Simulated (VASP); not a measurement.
# Os (P6_3/mmc) in VASP: settings compared

The runs below take Os through single point, with r2SCAN+D3(BJ), PBEsol-based global hybrid with 25 % exact exchange.

All numbers are computed with VASP 6.6.1; they aren't measurements. Logs are shortened: lines on timing, memory, paths and dates and some standing lists are left out, and cuts for length are marked.

### Step 1. The cell of the first run

It takes space group P6_3/mmc (No. 194, hexagonal). Conventional cell: a = 2.752 Å, b = 2.752 Å, c = 4.348 Å, α = 90.00°, β = 90.00°, γ = 120.00°. Within 3.6 Å of Os (site symmetry -6m2) lie 12 Os at 2.69 to 2.75 Å.

### Step 2. Single point, r2SCAN+D3(BJ)

File POSCAR:

```
Os
1.0
    2.7522071502      0.0000000000      0.0000000000
   -1.3761035751      2.3834813086      0.0000000000
    0.0000000000      0.0000000000      4.3483081185
Os
2
Direct
    0.6666666667      0.3333333333      0.7500000000
    0.3333333333      0.6666666667      0.2500000000
```

File INCAR.step1:

```
PREC     = Accurate       # precision mode
ENCUT    = 620            # plane-wave cutoff, eV
ISMEAR   = -1             # smearing method
SIGMA    = 0.05           # smearing width, eV
LREAL    = F              # projectors in reciprocal space
LASPH    = T              # aspherical terms in the spheres
NELM     = 120            # most SCF steps
NBANDS   = 23             # bands
GGA      = PE             # functional
ALGO     = Normal         # electronic algorithm
EDIFF    = 1E-5           # SCF threshold, eV
LWAVE    = T              # write WAVECAR
LCHARG   = F              # write CHGCAR
GGA_COMPAT= F
```

File INCAR.step2:

```
PREC     = Accurate       # precision mode
ENCUT    = 620            # plane-wave cutoff, eV
EDIFF    = 1E-6           # SCF threshold, eV
ISMEAR   = -1             # smearing method
SIGMA    = 0.05           # smearing width, eV
LREAL    = F              # projectors in reciprocal space
LASPH    = T              # aspherical terms in the spheres
NELM     = 120            # most SCF steps
ALGO     = Normal         # electronic algorithm
ISIF     = 2              # what is computed and relaxed
LWAVE    = F              # write WAVECAR
LCHARG   = F              # write CHGCAR
METAGGA  = R2SCAN         # meta-GGA
LMIXTAU  = T            
IVDW     = 12             # dispersion correction
VDW_S6   = 1.0          
VDW_S8   = 0.78981345   
VDW_A1   = 0.49484001   
VDW_A2   = 5.73083694   
NBANDS   = 23             # bands
ISTART   = 1            
GGA_COMPAT= F
```

File KPOINTS:

```
regular mesh
0
Gamma
  11 11 6
```

Potentials or basis: VASP PAW PBE potentials, release 64 (Os_sv_GW).

Launch:

```bash
$ cat potpaw_PBE.64/Os_sv_GW/POTCAR > POTCAR
$ cp INCAR.step1 INCAR
$ mpirun -np 1 vasp_std > vasp.out
$ cp INCAR.step2 INCAR
$ mpirun -np 1 vasp_std > vasp.out
```

OUTCAR:

```text
PREC = Accurate
   ENCUT = 620
   EDIFF = 1E-6
   ISMEAR = -1
   LREAL = F
   LASPH = T
   NELM = 120
   ISIF = 2
   METAGGA = R2SCAN
   IVDW = 12
   ISTART = 1
 IVDW          = 12

 ion  position               nearest neighbor table
   1  0.667  0.333  0.750-   2 2.69   2 2.69   2 2.69   2 2.69   2 2.69   2 2.69
   2  0.333  0.667  0.250-   1 2.69   1 2.69   1 2.69   1 2.69   1 2.69   1 2.69

  LATTYP: Found a hexagonal cell.
 ALAT       =     2.7522071502
 C/A-ratio  =     1.5799348963

  Lattice vectors:

 A1 = (   2.7522071502,   0.0000000000,   0.0000000000)
 A2 = (  -1.3761035751,   2.3834813086,   0.0000000000)
 A3 = (   0.0000000000,   0.0000000000,   4.3483081185)

Analysis of symmetry for initial positions (statically):
=====================================================================
 Subroutine PRICEL returns:
 Original cell was already a primitive cell.

 Routine SETGRP: Setting up the symmetry group for a
 hexagonal supercell.

 Subroutine GETGRP returns: Found 24 space group operations
 (whereof 12 operations were pure point group operations)
 out of a pool of 24 trial point group operations.

The static configuration has the point symmetry D_3d.
 The point group associated with its full space group is D_6h.

Analysis of symmetry for dynamics (positions and initial velocities):
=====================================================================
 Subroutine PRICEL returns:
 Original cell was already a primitive cell.

 Routine SETGRP: Setting up the symmetry group for a
 hexagonal supercell.

 Subroutine GETGRP returns: Found 24 space group operations
 (whereof 12 operations were pure point group operations)
 out of a pool of 24 trial point group operations.

The dynamic configuration has the point symmetry D_3d.
 The point group associated with its full space group is D_6h.

 Subroutine INISYM returns: Found 24 space group operations
 (whereof 12 operations are pure point group operations),
 and found     1 'primitive' translations

----------------------------------------------------------------------------------------

                                     Primitive cell

  volume of cell :      28.5242

  direct lattice vectors                    reciprocal lattice vectors
     2.752207150  0.000000000  0.000000000     0.363344743  0.209777185  0.000000000
    -1.376103575  2.383481309  0.000000000     0.000000000  0.419554370  0.000000000
     0.000000000  0.000000000  4.348308119     0.000000000  0.000000000  0.229974503

  length of vectors
     2.752207150  2.752207150  4.348308119     0.419554370  0.419554370  0.229974503

[... 79 lines left out ...]
   NELM   =    120;   NELMIN=  2; NELMDL=  0     # of ELM steps
   EDIFF  = 0.1E-05   stopping-criterion for ELM
   LREAL  =      F    real-space projection
   EDIFFG = 0.1E-04   stopping-criterion for IOM
   NSW    =      0    number of steps for IOM
   IBRION =     -1    ionic relax: 0-MD 1-quasi-New 2-CG
   NFREE  =      0    steps in history (QN), initial steepest desc. (CG)
   ISIF   =      2    stress and relaxation
   ISYM   =      2    0-nonsym 1-usesym 2-fastsym
   POTIM  = 0.5000    time-step for ionic-motion
   TEBEG  =    0.0;   TEEND  =   0.0 temperature during run
   PSTRESS=    0.0 pullay stress
   NELECT =      32.0000    total number of electrons
   NUPDOWN=      -1.0000    fix difference up-down
   EMIN   =  10.00;   EMAX   =-10.00  energy-range for DOS
   EFERMI =   0.00;   METHOD = LEGACY
   ISMEAR =    -1;   SIGMA  =   0.05  broadening in eV -4-tet -1-fermi 0-gaus
   EFERMI_NEDOS =   21; number of points for ismear=-14 and -15
   IALGO  =     38    algorithm
   IMIX   =      4    mixing-type and parameters
     AMIX     =   0.40;   BMIX     =  1.00
     AMIX_MAG =   1.60;   BMIX_MAG =  1.00
  volume/ion in A,a.u.               =      14.26        96.25
  Fermi-wavevector in a.u.,A,eV,Ry     =   1.701063  3.214543 39.370033  2.893616
  Thomas-Fermi vector in A             =   2.781084
   LORBIT       =      0    0 simple, 1 ext, 2 COOP (PROOUT), +10 PAW based schemes
   METAGGA = R2SCAN    functional components
   LHFCALC =     F    Hartree Fock is set to
   AEXX    =    0.0000 exact exchange contribution
   IVDW    =    12    specifies the selected vdW correction
   LEPSILON=     F    determine dielectric tensor
   LRPA    =     F    only Hartree local field effects (RPA)
 non-spin polarized calculation
  energy-cutoff  :      620.00
  volume of cell :       28.52
 maximum number of plane-waves:      1025
 NGX is ok and might be reduce to    24
   NGX = 11   NGY = 11   NGZ = 17

 number of electron      32.0000000 magnetization

 Free energy of the ion-electron system (eV)
  ---------------------------------------------------
  ext. energy  EPLUGINS =         0.00000000
  ---------------------------------------------------
  free energy    TOTEN  =      -108.16356877 eV

  energy without entropy =     -108.15068022  energy(sigma->0) =     -108.15712450

 E-fermi :  13.1724     XC(G=0): -15.8817

 val. band max:       13.1488661903   @ k =   0.0909  -0.0000   0.3333
 cond. band min:      13.1822416070   @ k =   0.0000   0.0000   0.0000
 fundamental gap:      0.0333754168
 Fermi energy:        13.1723632500

 k-point     1 :       0.0000    0.0000    0.0000
  band No.  band energies     occupation
      1     -75.5202      2.00000
      2     -75.4000      2.00000
      3     -34.8479      2.00000
      4     -33.9049      2.00000
      5     -33.9049      2.00000
      6     -33.7273      2.00000
[... 613 lines left out ...]
     22      28.5151      0.00000
     23      29.5727      0.00000

 [... further k-points ...]

------------------------ aborting loop because EDIFF is reached ----------------------------------------

 Edisp (eV)   -0.60173

 E8    (eV) :    -0.2380

  FORCE on cell =-STRESS in cart. coord.  units (eV):
  Direction    XX          YY          ZZ          XY          YZ          ZX
  --------------------------------------------------------------------------------------
  -------------------------------------------------------------------------------------
  Total      -1.94483    -1.94483    -2.14596     0.00000     0.00000     0.00000
  in kB    -109.23958  -109.23958  -120.53671     0.00000     0.00000     0.00000
  external pressure =     -113.01 kB  Pullay stress =        0.00 kB

 VOLUME and BASIS-vectors are now :
 -----------------------------------------------------------------------------
  energy-cutoff  :      620.00
  volume of cell :       28.52
      direct lattice vectors                 reciprocal lattice vectors
     2.752207150  0.000000000  0.000000000     0.363344743  0.209777185  0.000000000
    -1.376103575  2.383481309  0.000000000     0.000000000  0.419554370  0.000000000
     0.000000000  0.000000000  4.348308119     0.000000000  0.000000000  0.229974503

 POSITION                                       TOTAL-FORCE (eV/Angst)
 -----------------------------------------------------------------------------------
      1.37610      0.79449      3.26123        -0.000000     -0.000000      0.000000
     -0.00000      1.58899      1.08708         0.000000      0.000000      0.000000
 -----------------------------------------------------------------------------------
    total drift:                                0.000000     -0.000000      0.000000

  FREE ENERGIE OF THE ION-ELECTRON SYSTEM (eV)
  ---------------------------------------------------
  free  energy   TOTEN  =      -108.7652964175 eV

  energy  without entropy=     -108.7524078720  energy(sigma->0) =     -108.75885214
```

It took 1.9 min on 1 thread of AMD EPYC 9R45 (Zen 5), shared host; peak memory 0.18 GiB.

What came out:

```
Free energy                : -108.7653 eV
Pressure                   : -11.3 GPa
Band gap on the k mesh     : zero (bands 16 and 17 overlap by 3.95 eV)
Dispersion energy per atom : -0.301 eV
```

Stress tensor (GPa, compression positive):
```
-10.92   0.00   0.00
  0.00 -10.92   0.00
  0.00   0.00 -12.05
```

Caveat: the cell stands under tension; the PAW data sets were made with another functional, which shifts forces and pressure a little; spin-orbit coupling is left out, which moves the levels of the heavy elements.

### Step 3. Single point, PBEsol-based global hybrid with 25 % exact exchange

This run uses another cell than the first one, of 13.14 Å³/atom.

File POSCAR:

```
Os
1.0
    2.6782863798      0.0000000000      0.0000000000
   -1.3391431899      2.3194640436      0.0000000000
    0.0000000000      0.0000000000      4.2315181138
Os
2
Direct
    0.6666666667      0.3333333333      0.7500000000
    0.3333333333      0.6666666667      0.2500000000
```

File INCAR.step1:

```
PREC     = Accurate       # precision mode
ENCUT    = 520            # plane-wave cutoff, eV
EDIFF    = 1E-5           # SCF threshold, eV
ISMEAR   = -1             # smearing method
SIGMA    = 0.05           # smearing width, eV
LREAL    = F              # projectors in reciprocal space
LASPH    = T              # aspherical terms in the spheres
NELM     = 60             # most SCF steps
ALGO     = Normal         # electronic algorithm
ISIF     = 2              # what is computed and relaxed
LWAVE    = T              # write WAVECAR
LCHARG   = F              # write CHGCAR
NBANDS   = 15             # bands
GGA      = PE             # functional
```

File INCAR.step2:

```
PREC     = Accurate       # precision mode
ENCUT    = 520            # plane-wave cutoff, eV
EDIFF    = 1E-6           # SCF threshold, eV
ISMEAR   = -1             # smearing method
SIGMA    = 0.05           # smearing width, eV
LREAL    = F              # projectors in reciprocal space
LASPH    = T              # aspherical terms in the spheres
NELM     = 60             # most SCF steps
ALGO     = Normal         # electronic algorithm
ISIF     = 2              # what is computed and relaxed
LWAVE    = F              # write WAVECAR
LCHARG   = F              # write CHGCAR
GGA      = PS             # functional
LHFCALC  = T              # exact exchange
AEXX     = 0.25           # exact-exchange fraction
PRECFOCK = Normal       
NBANDS   = 15             # bands
ISTART   = 1
```

File KPOINTS:

```
regular mesh
0
Gamma
  6 6 3
```

Potentials or basis: VASP PAW PBE potentials, release 64 (Os).

Launch:

```bash
$ cat potpaw_PBE.64/Os/POTCAR > POTCAR
$ cp INCAR.step1 INCAR
$ mpirun -np 1 vasp_std > vasp.out
$ cp INCAR.step2 INCAR
$ mpirun -np 1 vasp_std > vasp.out
```

Run time: 7.7 min. Hardware: 1 thread of Intel Xeon Platinum 8488C (Sapphire Rapids), shared host; peak memory 0.16 GiB.

It converged, with:

```yaml
Free_energy: -29.2222 eV
Pressure: 19.7 GPa
Band_gap_on_the_k_mesh: zero (bands 8 and 9 overlap by 5.62 eV)
```

Stress tensor (GPa, compression positive):
```
21.55  0.00  0.00
 0.00 21.55  0.00
 0.00  0.00 15.99
```

Levels at points of the mesh, in eV from the Fermi level:
```csv
k point,band 6,band 7,band 8,band 9,band 10,band 11
"(0.00, 0.00, 0.00)",-3.20,-3.20,-2.41,-2.41,-0.46,2.66
"(0.50, 0.00, 0.00)",-3.56,-2.63,3.20,3.88,3.92,6.04
```

Caveat: the k points lie up to 0.49 Å⁻¹ apart, too coarse for converged energies and pressures of a metal; the PAW data sets were made with another functional, which shifts forces and pressure a little; spin-orbit coupling is left out, which moves the levels of the heavy elements.

### Step 4. Single point, PBEsol-based global hybrid with 25 % exact exchange

This run uses another cell than the first one, of 13.70 Å³/atom.

File POSCAR:

```
Os
1.0
    2.7157497827      0.0000000000      0.0000000000
   -1.3578748913      2.3519083021      0.0000000000
    0.0000000000      0.0000000000      4.2907078513
Os
2
Direct
    0.6666666667      0.3333333333      0.7500000000
    0.3333333333      0.6666666667      0.2500000000
```

File INCAR.step1:

```
PREC     = Accurate       # precision mode
ENCUT    = 520            # plane-wave cutoff, eV
EDIFF    = 1E-5           # SCF threshold, eV
ISMEAR   = -1             # smearing method
SIGMA    = 0.05           # smearing width, eV
LREAL    = False          # projectors in reciprocal space
LASPH    = True           # aspherical terms in the spheres
NELM     = 60             # most SCF steps
ALGO     = Normal         # electronic algorithm
ISIF     = 2              # what is computed and relaxed
LWAVE    = True           # write WAVECAR
LCHARG   = False          # write CHGCAR
GGA      = PE             # functional
NBANDS   = 15             # bands
```

File INCAR.step2:

```
PREC     = Accurate       # precision mode
ENCUT    = 520            # plane-wave cutoff, eV
EDIFF    = 1E-6           # SCF threshold, eV
ISMEAR   = -1             # smearing method
SIGMA    = 0.05           # smearing width, eV
LREAL    = False          # projectors in reciprocal space
LASPH    = True           # aspherical terms in the spheres
NELM     = 60             # most SCF steps
ALGO     = Normal         # electronic algorithm
ISIF     = 2              # what is computed and relaxed
LWAVE    = False          # write WAVECAR
LCHARG   = False          # write CHGCAR
GGA      = PS             # functional
LHFCALC  = True           # exact exchange
AEXX     = 0.25           # exact-exchange fraction
PRECFOCK = Normal       
ISTART   = 1            
NBANDS   = 15             # bands
```

KPOINTS is that of step 3.

Launch:

```bash
$ cat potpaw_PBE.64/Os/POTCAR > POTCAR
$ cp INCAR.step1 INCAR
$ mpirun -np 1 vasp_std > vasp.out
$ cp INCAR.step2 INCAR
$ mpirun -np 1 vasp_std > vasp.out
```

It took 8.5 min on 1 thread of Intel Xeon Platinum 8488C (Sapphire Rapids), shared host; peak memory 0.16 GiB.

Results (log left out):

| Item | Value |
| --- | --- |
| Free energy | -29.2815 eV |
| Pressure | -2.0 GPa |
| Band gap on the k mesh | zero (bands 8 and 9 overlap by 5.33 eV) |

Stress tensor (GPa, compression positive):
```
 0.11  0.00  0.00
 0.00  0.11  0.00
 0.00  0.00 -6.34
```

Levels at points of the mesh, in eV from the Fermi level:
```
           k point  band 4  band 5  band 6  band 7  band 8  band 9  band 10  band 11  band 12  band 13
(0.00, 0.00, 0.00)   -3.99   -3.60   -3.05   -3.05   -2.31   -2.31    -0.48     2.53     2.53    10.93
(0.50, 0.00, 0.00)   -4.65   -3.66   -3.42   -2.53    3.02    3.65     3.68     5.72     7.12    11.02
```

Caveat: the k points lie up to 0.49 Å⁻¹ apart, too coarse for converged energies and pressures of a metal; the PAW data sets were made with another functional, which shifts forces and pressure a little; spin-orbit coupling is left out, which moves the levels of the heavy elements.

### Step 5. Overview

```tsv
level	potentials or basis	cell	k mesh	cutoff (eV)	grid for exact exchange (PRECFOCK)	share of exact exchange	gap on the mesh (eV)	pressure (GPa)
r2SCAN+D3(BJ)	VASP PAW PBE potentials, release 64 (Os_sv_GW)	a = 2.752, b = 2.752, c = 4.348 Å, angles 90.0, 90.0, 120.0°, 2 atoms	11 × 11 × 6	620	-	-	none	-11.3
PBEsol-based global hybrid with 25 % exact exchange	VASP PAW PBE potentials, release 64 (Os)	a = 2.678, b = 2.678, c = 4.232 Å, angles 90.0, 90.0, 120.0°, 2 atoms	6 × 6 × 3	520	Normal	0.25	none	19.7
PBEsol-based global hybrid with 25 % exact exchange	VASP PAW PBE potentials, release 64 (Os)	a = 2.716, b = 2.716, c = 4.291 Å, angles 90.0, 90.0, 120.0°, 2 atoms	6 × 6 × 3	520	Normal	0.25	none	-2.0
```

Alike in all rows: task single point; no spin polarisation; smearing fermi-dirac 0.05 eV.

Caveats: some runs use coarse meshes; the PAW data sets were made with another functional, which shifts forces and pressure a little; spin-orbit coupling is left out, which moves the levels of the heavy elements; the cell stands under tension (at least some runs).

Total energies depend on the potentials used, so only differences within one code and one set of settings carry meaning.

The gap in the log of VASP goes by the Fermi energy; the results here count the filled bands.